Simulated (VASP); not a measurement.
# Na (Im-3m) in VASP: a series of runs

Na is run at these levels: r2SCAN; tasks: single point.

Program: VASP 6.6.1. These are calculated values, not measurements. Logs are shortened: lines on timing, memory, paths and dates and some standing lists are left out, and cuts for length are marked.

### 1 The cell of the first run

It takes space group Im-3m (No. 229, cubic). Conventional cell: a = 4.225 Å, b = 4.225 Å, c = 4.225 Å, α = 90.00°, β = 90.00°, γ = 90.00°. Na (site symmetry m-3m) has 14 Na at 3.66 to 4.22 Å within 4.8 Å.

### 2 Single point, r2SCAN

Input file POSCAR:

```
Na
1.0
   -2.1125000000      2.1125000000      2.1125000000
    2.1125000000     -2.1125000000      2.1125000000
    2.1125000000      2.1125000000     -2.1125000000
Na
1
Direct
    0.0000000000      0.0000000000      0.0000000000
```

Input file INCAR.step1:

```
ALGO = Normal
EDIFF = 1E-4
ENCUT = 520
GGA = PE
ISMEAR = 1
LASPH = True
LCHARG = False
LREAL = False
LWAVE = True
NBANDS = 10
NELM = 80
PREC = Accurate
SIGMA = 0.03
```

Input file INCAR.step2:

```
ALGO = Normal
EDIFF = 1E-6
ENCUT = 520
ISIF = 2
ISMEAR = 1
ISTART = 1
LASPH = True
LCHARG = False
LMIXTAU = True
LREAL = False
LWAVE = False
METAGGA = R2SCAN
NBANDS = 10
NELM = 80
PREC = Accurate
SIGMA = 0.03
```

Input file KPOINTS:

```
k-points
0
Gamma
  11 11 11
```

Potentials or basis: VASP PAW PBE potentials, release 64 (Na_pv).

The run is started by

```console
$ cat potpaw_PBE.64/Na_pv/POTCAR > POTCAR
$ cp INCAR.step1 INCAR
$ mpirun -np 1 vasp_std > vasp.out
$ cp INCAR.step2 INCAR
$ mpirun -np 1 vasp_std > vasp.out
```

OUTCAR:

```text
EDIFF = 1E-6
   ENCUT = 520
   ISIF = 2
   ISMEAR = 1
   ISTART = 1
   LASPH = True
   LREAL = False
   METAGGA = R2SCAN
   NELM = 80
   PREC = Accurate

 ion  position               nearest neighbor table
   1  0.000  0.000  0.000-

  LATTYP: Found a body centered cubic cell.
 ALAT       =     4.2250000000

  Lattice vectors:

 A1 = (  -2.1125000000,   2.1125000000,   2.1125000000)
 A2 = (   2.1125000000,  -2.1125000000,   2.1125000000)
 A3 = (   2.1125000000,   2.1125000000,  -2.1125000000)

Analysis of symmetry for initial positions (statically):
=====================================================================
 Subroutine PRICEL returns:
 Original cell was already a primitive cell.

 Routine SETGRP: Setting up the symmetry group for a
 body centered cubic supercell.

 Subroutine GETGRP returns: Found 48 space group operations
 (whereof 48 operations were pure point group operations)
 out of a pool of 48 trial point group operations.

The static configuration has the point symmetry O_h .

Analysis of symmetry for dynamics (positions and initial velocities):
=====================================================================
 Subroutine PRICEL returns:
 Original cell was already a primitive cell.

 Routine SETGRP: Setting up the symmetry group for a
 body centered cubic supercell.

 Subroutine GETGRP returns: Found 48 space group operations
 (whereof 48 operations were pure point group operations)
 out of a pool of 48 trial point group operations.

The dynamic configuration has the point symmetry O_h .

 Subroutine INISYM returns: Found 48 space group operations
 (whereof 48 operations are pure point group operations),
 and found     1 'primitive' translations

----------------------------------------------------------------------------------------

                                     Primitive cell

  volume of cell :      37.7094

  direct lattice vectors                    reciprocal lattice vectors
    -2.112500000  2.112500000  2.112500000     0.000000000  0.236686391  0.236686391
     2.112500000 -2.112500000  2.112500000     0.236686391  0.000000000  0.236686391
     2.112500000  2.112500000 -2.112500000     0.236686391  0.236686391  0.000000000

  length of vectors
     3.658957331  3.658957331  3.658957331     0.334725104  0.334725104  0.334725104

  position of ions in fractional coordinates (direct lattice)
     0.000000000  0.000000000  0.000000000

  ion indices of the primitive-cell ions
   primitive index   ion index
                 1           1

----------------------------------------------------------------------------------------

 KPOINTS: k-points

Automatic generation of k-mesh.
 Grid dimensions read from file:
 generate k-points for:   11   11   11

 Generating k-lattice:

  Cartesian coordinates                     Fractional coordinates (reciprocal lattice)
     0.000000000  0.021516945  0.021516945     0.090909091  0.000000000  0.000000000
     0.021516945  0.000000000  0.021516945     0.000000000  0.090909091  0.000000000
     0.021516945  0.021516945  0.000000000     0.000000000  0.000000000  0.090909091

  Length of vectors
     0.030429555  0.030429555  0.030429555

  Shift w.r.t. Gamma in fractional coordinates (k-lattice)
     0.000000000  0.000000000  0.000000000

 Subroutine IBZKPT returns following result:
 ===========================================

 Found     56 irreducible k-points:

 Following reciprocal coordinates:
            Coordinates               Weight
  0.000000  0.000000  0.000000      1.000000
  0.090909  0.000000  0.000000     12.000000
  0.181818  0.000000  0.000000     12.000000
  0.272727  0.000000  0.000000     12.000000
  0.363636  0.000000  0.000000     12.000000
  0.454545  0.000000  0.000000     12.000000
[... 16 lines left out ...]
  0.272727  0.181818  0.090909     48.000000
  0.363636  0.181818  0.090909     24.000000
 [... further k-points ...]
   k-points           NKPTS =     56   k-points in BZ     NKDIM =     56   number of bands    NBANDS=     10
   number of dos      NEDOS =    301   number of ions     NIONS =      1
   total plane-waves  NPLWV =  21952
   dimension x,y,z NGX =    28 NGY =   28 NGZ =   28
   dimension x,y,z NGXF=    56 NGYF=   56 NGZF=   56
   ions per type =               1
   NGX,Y,Z   is equivalent  to a cutoff of  12.72, 12.72, 12.72 a.u.
   NGXF,Y,Z  is equivalent  to a cutoff of  25.44, 25.44, 25.44 a.u.
 SYSTEM =  unknown system
   PREC   = accura    normal or accurate (medium, high low for compatibility)
   ISTART =      1    job   : 0-new  1-cont  2-samecut
   ICHARG =      0    charge: 1-file 2-atom 10-const
   ISPIN  =      1    spin polarized calculation?
   LNONCOLLINEAR =      F non collinear calculations
   LSORBIT =      F    spin-orbit coupling
   LASPH  =      T    aspherical Exc in radial PAW
   ENCUT  =  520.0 eV  38.22 Ry    6.18 a.u.   6.80  6.80  6.80*2*pi/ulx,y,z
   NELM   =     80;   NELMIN=  2; NELMDL=  0     # of ELM steps
   EDIFF  = 0.1E-05   stopping-criterion for ELM
   LREAL  =      F    real-space projection
   EDIFFG = 0.1E-04   stopping-criterion for IOM
   NSW    =      0    number of steps for IOM
   IBRION =     -1    ionic relax: 0-MD 1-quasi-New 2-CG
   NFREE  =      0    steps in history (QN), initial steepest desc. (CG)
   ISIF   =      2    stress and relaxation
   ISYM   =      2    0-nonsym 1-usesym 2-fastsym
   POTIM  = 0.5000    time-step for ionic-motion
   TEBEG  =    0.0;   TEEND  =   0.0 temperature during run
   PSTRESS=    0.0 pullay stress
   NELECT =       7.0000    total number of electrons
   NUPDOWN=      -1.0000    fix difference up-down
   EMIN   =  10.00;   EMAX   =-10.00  energy-range for DOS
   EFERMI =   0.00;   METHOD = LEGACY
   ISMEAR =     1;   SIGMA  =   0.03  broadening in eV -4-tet -1-fermi 0-gaus
   EFERMI_NEDOS =   21; number of points for ismear=-14 and -15
   IALGO  =     38    algorithm
   IMIX   =      4    mixing-type and parameters
     AMIX     =   0.40;   BMIX     =  1.00
     AMIX_MAG =   1.60;   BMIX_MAG =  1.00
  volume/ion in A,a.u.               =      37.71       254.48
  Fermi-wavevector in a.u.,A,eV,Ry     =   0.933879  1.764776 11.866059  0.872131
  Thomas-Fermi vector in A             =   2.060627
   LORBIT       =      0    0 simple, 1 ext, 2 COOP (PROOUT), +10 PAW based schemes
   METAGGA = R2SCAN    functional components
   LHFCALC =     F    Hartree Fock is set to
   AEXX    =    0.0000 exact exchange contribution
   IVDW    =     0    specifies the selected vdW correction
   LEPSILON=     F    determine dielectric tensor
   LRPA    =     F    only Hartree local field effects (RPA)
 non-spin polarized calculation
 Methfessel and Paxton  Order N= 1 SIGMA  =   0.03
  energy-cutoff  :      520.00
  volume of cell :       37.71
 maximum number of plane-waves:      1027
   NGX = 13   NGY = 13   NGZ = 13

 number of electron       7.0000011 magnetization

 Free energy of the ion-electron system (eV)
  ---------------------------------------------------
  ext. energy  EPLUGINS =         0.00000000
  ---------------------------------------------------
  free energy    TOTEN  =        -3.55651421 eV

  energy without entropy =       -3.55633032  energy(sigma->0) =       -3.55645291

 E-fermi :   0.2780     XC(G=0):  -6.8706

 val. band max:        0.2664121538   @ k =  -0.3636   0.4545   0.0909
 cond. band min:       0.4096194457   @ k =   0.1818   0.1818   0.1818
 fundamental gap:      0.1432072920
 Fermi energy:         0.2780305560

 k-point     1 :       0.0000    0.0000    0.0000
  band No.  band energies     occupation
      1     -25.7259      2.00000
      2     -25.7259      2.00000
      3     -25.7256      2.00000
      4      -3.1531      2.00000
      5      12.6047      0.00000
      6      12.6052      0.00000
      7      12.6052      0.00000
      8      13.8062      0.00000
      9      13.8062      0.00000
     10      14.4146      0.00000

 k-point     2 :       0.0909    0.0000    0.0000
  band No.  band energies     occupation
      1     -25.7284      2.00000
      2     -25.7267      2.00000
      3     -25.7259      2.00000
      4      -2.9994      2.00000
      5      10.9162      0.00000
      6      11.7727      0.00000
      7      12.1818      0.00000
      8      12.8308      0.00000
      9      13.1636      0.00000
     10      14.9911      0.00000

 k-point     3 :       0.1818    0.0000    0.0000
  band No.  band energies     occupation
      1     -25.7357      2.00000
      2     -25.7291      2.00000
      3     -25.7259      2.00000
      4      -2.5410      2.00000
      5       8.4408      0.00000
      6      10.6760      0.00000
      7      11.4696      0.00000
      8      11.8092      0.00000
      9      12.8037      0.00000
     10      15.1220      0.00000

 k-point     4 :       0.2727    0.0000    0.0000
  band No.  band energies     occupation
      1     -25.7452      2.00000
      2     -25.7323      2.00000
      3     -25.7258      2.00000
      4      -1.7857      2.00000
      5       6.1352      0.00000
      6       9.8093      0.00000
      7      10.8620      0.00000
      8      11.0330      0.00000
      9      12.2616      0.00000
     10      15.7164      0.00000
[... 222 lines left out ...]
 k-point    22 :       0.1818    0.1818    0.0909
  band No.  band energies     occupation
      1     -25.7518      2.00000
      2     -25.7342      2.00000
      3     -25.7301      2.00000
      4      -0.6006      2.00000
      5       5.2988      0.00000
      6       5.9947      0.00000
      7       8.0133      0.00000
      8      14.5758      0.00000
      9      15.2765      0.00000
     10      16.5515      0.00000

 k-point    23 :       0.2727    0.1818    0.0909
  band No.  band energies     occupation
      1     -25.7534      2.00000
      2     -25.7387      2.00000
      3     -25.7308      2.00000
      4       0.5496     -0.00000
      5       3.6824      0.00000
      6       5.3556      0.00000
      7       7.5086      0.00000
      8      14.5425      0.00000
      9      15.7865      0.00000
     10      16.6740      0.00000

 k-point    24 :       0.3636    0.1818    0.0909
  band No.  band energies     occupation
      1     -25.7534      2.00000
      2     -25.7410      2.00000
      3     -25.7310      2.00000
      4       1.6756      0.00000
      5       2.3417      0.00000
      6       5.1914      0.00000
      7       7.3482      0.00000
      8      14.4604      0.00000
      9      15.9281      0.00000
     10      17.0292      0.00000

 [... further k-points ...]

------------------------ aborting loop because EDIFF is reached ----------------------------------------

  FORCE on cell =-STRESS in cart. coord.  units (eV):
  Direction    XX          YY          ZZ          XY          YZ          ZX
  --------------------------------------------------------------------------------------
  -------------------------------------------------------------------------------------
  Total        0.0179427      0.0179427      0.0179427      0.0000000      0.0000000      0.0000000
  in kB        0.7623380      0.7623380      0.7623380      0.0000000      0.0000000      0.0000000
  external PRESSURE =       0.7623380 kB  Pullay stress =       0.0000000 kB

 VOLUME and BASIS-vectors are now :
 -----------------------------------------------------------------------------
  energy-cutoff  :      520.00
  volume of cell :       37.71
      direct lattice vectors                 reciprocal lattice vectors
    -2.112500000  2.112500000  2.112500000     0.000000000  0.236686391  0.236686391
     2.112500000 -2.112500000  2.112500000     0.236686391  0.000000000  0.236686391
     2.112500000  2.112500000 -2.112500000     0.236686391  0.236686391  0.000000000

 POSITION                                       TOTAL-FORCE (eV/Angst)
 -----------------------------------------------------------------------------------
      0.00000      0.00000      0.00000         0.000000      0.000000     -0.000000
 -----------------------------------------------------------------------------------
    total drift:                               -0.000000     -0.000000     -0.000000

  FREE ENERGIE OF THE ION-ELECTRON SYSTEM (eV)
  ---------------------------------------------------
  free  energy   TOTEN  =        -3.5565142115 eV

  energy  without entropy=       -3.5563303219  energy(sigma->0) =       -3.55645291
```

It took 75 s on 1 thread of Intel Xeon 8259CL, shared host; peak memory 0.16 GiB.

Results:

```
Free energy            : -3.5565 eV
Pressure               : 0.1 GPa
Band gap on the k mesh : zero (an odd number of electrons rules out a gap without spin polarisation)
```

Caveat: the PAW data sets were made with another functional, which shifts forces and pressure a little.

### 3 Single point, r2SCAN

POSCAR is that of step 2.

Input file INCAR.step1:

```
SYSTEM = Na
  PREC = Accurate
  ENCUT = 520
  ISMEAR = 1
  SIGMA = 0.2
  LREAL = .FALSE.
  LASPH = .TRUE.
  NELM = 60
  NBANDS = 10
  GGA = PE
  ALGO = Normal
  EDIFF = 1E-4
  LWAVE = .TRUE.
  LCHARG = .FALSE.
```

Input file INCAR.step2:

```
SYSTEM = Na
  PREC = Accurate
  ENCUT = 520
  EDIFF = 1E-6
  ISMEAR = 1
  SIGMA = 0.2
  LREAL = .FALSE.
  LASPH = .TRUE.
  NELM = 60
  ALGO = Normal
  ISIF = 2
  LWAVE = .FALSE.
  LCHARG = .TRUE.
  METAGGA = R2SCAN
  LMIXTAU = .TRUE.
  LELF = .TRUE.
  LVHAR = .TRUE.
  NBANDS = 10
  ISTART = 1
```

Input file KPOINTS:

```
regular mesh
0
G
  11 11 11
  0 0 0
```

Potentials or basis: VASP PAW PBE potentials, release 64 (Na_pv).

The run is started by

```console
$ cat potpaw_PBE.64/Na_pv/POTCAR > POTCAR
$ cp INCAR.step1 INCAR
$ mpirun -np 1 vasp_std > vasp.out
$ cp INCAR.step2 INCAR
$ mpirun -np 1 vasp_std > vasp.out
```

Wall time 69 s (1 thread of Intel Xeon 8259CL, shared host); peak memory 0.16 GiB.

It converged, with:

```
Free energy            : -3.5567 eV
Pressure               : 0.1 GPa
Band gap on the k mesh : zero (an odd number of electrons rules out a gap without spin polarisation)
```

Levels at points of the mesh, in eV from the Fermi level:
```
           k point  band 1  band 2  band 3  band 4  band 5  band 6
(0.00, 0.00, 0.00)  -26.07  -26.07  -26.07   -3.50   12.26   12.26
```

Caveat: the PAW data sets were made with another functional, which shifts forces and pressure a little.
